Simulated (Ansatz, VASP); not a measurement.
## Be4Se3: VASP beside Ansatz

```xyz
7
Lattice="6.8477 0.0000 0.0000 -3.4238 5.9303 0.0000 0.0000 0.0000 4.3461" Properties=species:S:1:pos:R:3 pbc="T T T"
Be    0.0000    3.9535    3.2769
Be    3.4238    1.9768    3.2769
Be    3.4238    1.9768    1.0693
Be    0.0000    3.9535    1.0693
Se    3.4238    0.0000    2.1731
Se   -1.7119    2.9651    2.1731
Se    1.7119    2.9651    2.1731
```

Alike in both runs: functional PBE; k mesh 4 × 4 × 4; occupations gaussian, width 0.2 eV; no spin polarisation.

Ansatz relaxed the structure, and its values are those at the end. VASP's run is a single point on that final structure, the one shown.

|  | VASP | Ansatz |
| --- | --- | --- |
| version | VASP 6.6.1 | Ansatz 0.2.0 |
| potentials or method | VASP PAW PBE potentials, release 64 (Be, Se), cutoff 520 eV | scalar-relativistic, plane waves, PAW |
| valence electrons in the cell | 26 | 56 |

```csv
,VASP,Ansatz,Ansatz less VASP
gap on the k mesh at the Fermi level (eV),none,none,-
pressure (GPa),0.2,0.1,-0.09
rms of the force components (eV/Å),0.034,0.028,-0.0067
```

A gap of «none» marks a metal or a gap that the smearing closes. The functional is the same, so the differences come from potentials, cutoffs and numerics. VASP's potentials hold 26 valence electrons a cell and Ansatz's 56, so a difference there can come from the potentials and not from the codes.

The k mesh is coarse, so the values compare programs but aren't converged.
